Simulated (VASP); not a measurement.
# InSe5 (P6/mmm) in VASP: notebook, part 2 of 2

VASP 6.6.1.

## Step 5: Relaxation of cell and atoms, PBE

This run uses another cell than the first one, of 28.58 Å³/atom.

Input file INCAR:

```
SYSTEM = InSe5
PREC = Accurate
ENCUT = 600
EDIFF = 1E-6
ISMEAR = 0
SIGMA = 0.1
LREAL = .FALSE.
LASPH = .TRUE.
NELM = 60
ALGO = Normal
ISIF = 3
LWAVE = .FALSE.
LCHARG = .FALSE.
GGA = PE
IBRION = 2
NSW = 90
EDIFFG = -0.04
```

Input file KPOINTS:

```
Automatic mesh
0
G
  3 3 4
  0 0 0
```

Input file POSCAR:

```
InSe5
1.0
    6.2286063100      0.0000000000      0.0000000000
   -3.1143031500      5.3941312900      0.0000000000
    0.0000000000      0.0000000000      5.1036351500
In Se
1 5
Direct
    0.0000000000      0.0000000000      0.0000000000
    0.3333333300      0.6666666700      0.0000000000
    0.6666666700      0.3333333300      0.0000000000
    0.5000000000      0.0000000000      0.5000000000
    0.5000000000      0.5000000000      0.5000000000
    0.0000000000      0.5000000000      0.5000000000
```

Potentials or basis: VASP PAW PBE potentials, release 64 (In_d, Se).

Command:

```
$ cat potpaw_PBE.64/In_d/POTCAR potpaw_PBE.64/Se/POTCAR > POTCAR
$ mpirun -np 1 vasp_std > vasp.out
```

OUTCAR:

```text
SYSTEM = InSe5
   PREC = Accurate
   ENCUT = 600
   EDIFF = 1E-6
   ISMEAR = 0
   LREAL = .FALSE.
   LASPH = .TRUE.
   NELM = 60
   ISIF = 3
   GGA = PE
   IBRION = 2
   NSW = 90
   EDIFFG = -0.04

 ion  position               nearest neighbor table
   1  0.000  0.000  0.000-
   2  0.333  0.667  0.000-
   3  0.667  0.333  0.000-
   4  0.500  0.000  0.500-
   5  0.500  0.500  0.500-
   6  0.000  0.500  0.500-

  LATTYP: Found a hexagonal cell.
 ALAT       =     6.2286063100
 C/A-ratio  =     0.8193863757

  Lattice vectors:

 A1 = (   6.2286063100,   0.0000000000,   0.0000000000)
 A2 = (  -3.1143031500,   5.3941312900,   0.0000000000)
 A3 = (   0.0000000000,   0.0000000000,   5.1036351500)

Analysis of symmetry for initial positions (statically):
=====================================================================
 Subroutine PRICEL returns:
 Original cell was already a primitive cell.

 Routine SETGRP: Setting up the symmetry group for a
 hexagonal supercell.

 Subroutine GETGRP returns: Found 24 space group operations
[... 157 lines left out ...]
  free energy    TOTEN  =       -17.25563056 eV

  energy without entropy =      -17.24362518  energy(sigma->0) =      -17.24962787

------------------------ aborting loop because EDIFF is reached ----------------------------------------

  FORCE on cell =-STRESS in cart. coord.  units (eV):
  Direction    XX          YY          ZZ          XY          YZ          ZX
  --------------------------------------------------------------------------------------
  -------------------------------------------------------------------------------------
  Total       -2.5678230     -2.5678230    -12.1161316     -0.0000000     -0.0000000      0.0000000
  in kB      -23.9929501    -23.9929500   -113.2094157     -0.0000000     -0.0000000      0.0000000
  external PRESSURE =     -53.7317719 kB  Pullay stress =       0.0000000 kB
[... 101 lines left out ...]
  FREE ENERGIE OF THE ION-ELECTRON SYSTEM (eV)
  ---------------------------------------------------
  free  energy   TOTEN  =       -18.2254768305 eV

  energy  without entropy=      -18.2103517827  energy(sigma->0) =      -18.21791431

[... ionic steps 4 to 10 ...]

--------------------------------------- Ionic step       11  -------------------------------------------

 number of electron      43.0000006 magnetization

------------------------ aborting loop because EDIFF is reached ----------------------------------------
[... 75 lines left out ...]
--------------------------------------- Ionic step       13  -------------------------------------------

 number of electron      43.0000000 magnetization

 Free energy of the ion-electron system (eV)
  ---------------------------------------------------
  ext. energy  EPLUGINS =         0.00000000
  ---------------------------------------------------
  free energy    TOTEN  =       -18.76731506 eV

  energy without entropy =      -18.75738552  energy(sigma->0) =      -18.76235029

 E-fermi :   3.9005     XC(G=0):  -9.1083

 val. band max:        3.8463462926   @ k =   0.3333  -0.0000   0.5000
 cond. band min:       4.0239866037   @ k =   0.3333  -0.0000   0.0000
 fundamental gap:      0.1776403111
 Fermi energy:         3.9005489628

 k-point     1 :       0.0000    0.0000    0.0000
  band No.  band energies     occupation
      1     -12.1585      2.00000
      2     -10.9789      2.00000
      3     -10.9585      2.00000
      4     -10.9585      2.00000
      5     -10.8663      2.00000
      6     -10.8663      2.00000
[... 274 lines left out ...]
  FREE ENERGIE OF THE ION-ELECTRON SYSTEM (eV)
  ---------------------------------------------------
  free  energy   TOTEN  =       -18.7673150617 eV

  energy  without entropy=      -18.7573855245  energy(sigma->0) =      -18.76235029

 reached required accuracy - stopping structural energy minimisation
```

OSZICAR:

```text
N       E                     dE             d eps       ncg     rms          rms(c)
DAV:   1     0.357508605875E+03    0.35751E+03   -0.19184E+04   450   0.173E+03
DAV:   2     0.316964905060E+02   -0.32581E+03   -0.32068E+03   492   0.366E+02
DAV:   3    -0.146156890823E+02   -0.46312E+02   -0.45361E+02   586   0.134E+02
[... 142 lines left out ...]
DAV:   3    -0.187678665237E+02    0.10513E-01   -0.15140E-02   527   0.736E-01    0.150E-01
DAV:   4    -0.187673038542E+02    0.56267E-03   -0.24007E-03   622   0.305E-01    0.104E-01
DAV:   5    -0.187673110745E+02   -0.72203E-05   -0.17816E-04   561   0.833E-02    0.576E-02
DAV:   6    -0.187673144779E+02   -0.34034E-05   -0.18136E-05   602   0.282E-02    0.102E-02
DAV:   7    -0.187673150617E+02   -0.58378E-06   -0.18306E-06   419   0.834E-03
  13 F= -.18767315E+02 E0= -.18762350E+02  d E =-.539865E+00
```

It took 18 min on 1 thread of Intel Xeon 8259CL, shared host; peak memory 0.35 GiB.

What came out:

- Free energy: -18.7673 eV
- Relaxed volume: 27.35 Å³/atom
- Relaxed cell: a = 7.305 Å, b = 7.305 Å, c = 3.551 Å, α = 90.00°, β = 90.00°, γ = 120.00°
- Space group after relaxing (to 0.1 Å): P6/mmm (No. 191)
- Energy gained by relaxing: 251.9 meV/atom
- Ionic steps: 13
- Pressure after relaxing: 0.0 GPa
- Band gap on the k mesh: zero (an odd number of electrons rules out a gap without spin polarisation)

The path:
```tsv
step	energy change (eV)	largest force (eV/Å)	pressure (GPa)	volume (Å³)
1	0.0000	0.0000	-5.37	171.47
2	-0.9127	0.0000	-0.49	148.44
3	-0.9698	0.0000	1.33	143.36
4	-0.9718	0.0000	1.74	142.37
5	-1.0858	0.0000	1.23	145.43
6	-1.1299	0.0000	1.04	148.37
7	-1.1471	0.0000	1.09	153.77
8	-1.4924	0.0000	0.44	162.29
9	-0.1403	0.0000	3.68	168.14
10	-1.3767	0.0000	0.17	165.62
11	-1.3922	0.0000	0.29	163.53
12	-1.5081	0.0000	0.02	164.64
13	-1.5117	0.0000	-0.02	164.12
```

Final structure:
```
In Se
1.0
     7.30508    0.00000    0.00000
    -3.65254    6.32639    0.00000
     0.00000    0.00000    3.55129
In Se
1 5
Cartesian
  0.0000 0.0000 0.0000
  0.0000 4.2176 0.0000
  3.6525 2.1088 0.0000
  3.6525 0.0000 1.7756
  1.8263 3.1632 1.7756
  -1.8263 3.1632 1.7756
```

Levels at points of the mesh, in eV from the Fermi level:
| k point | band 18 | band 19 | band 20 | band 21 | band 22 | band 23 | band 24 | band 25 |
| --- | --- | --- | --- | --- | --- | --- | --- | --- |
| (0.00, 0.00, 0.00) | -1.76 | -1.76 | -1.53 | -1.07 | -0.93 | -0.93 | 2.72 | 2.72 |
| (0.00, 0.00, 0.50) | -2.99 | -2.43 | -1.49 | -1.00 | -1.00 | -0.49 | -0.39 | 2.03 |

Caveat: the k points lie up to 0.44 Å⁻¹ apart in the final cell, too coarse for converged energies and pressures of a metal; a cell axis changed by over 15 % at a fixed basis, so the end point is rough; spin-orbit coupling is left out, which moves the levels of the heavy elements.

## Step 6: Summary

```tsv
task	cell	k mesh	cutoff (eV)	gap on the mesh (eV)	pressure (GPa)
single point	a = 7.255, b = 7.255, c = 3.578 Å, angles 90.0, 90.0, 120.0°, 6 atoms	3 × 3 × 4	520	none	0.2
single point	a = 6.229, b = 6.229, c = 5.104 Å, angles 90.0, 90.0, 120.0°, 6 atoms	3 × 3 × 4	520	none	-5.4
single point	a = 7.181, b = 7.181, c = 3.659 Å, angles 90.0, 90.0, 120.0°, 6 atoms	3 × 3 × 6	520	none	-0.2
relaxation of cell and atoms	relaxed from a = 6.229, b = 6.229, c = 5.104 Å, angles 90.0, 90.0, 120.0°, 6 atoms	3 × 3 × 4	600	none	0.0
```

Alike in all rows: level PBE; potentials or basis VASP PAW PBE potentials, release 64 (In_d, Se); no spin polarisation; smearing gaussian 0.1 eV.

Caveats: some runs use coarse meshes; spin-orbit coupling is left out, which moves the levels of the heavy elements; a cell axis changed by over 15 % at a fixed basis, so the end point is rough (at least some runs).

Absolute energies hang on the potentials; compare differences alone.
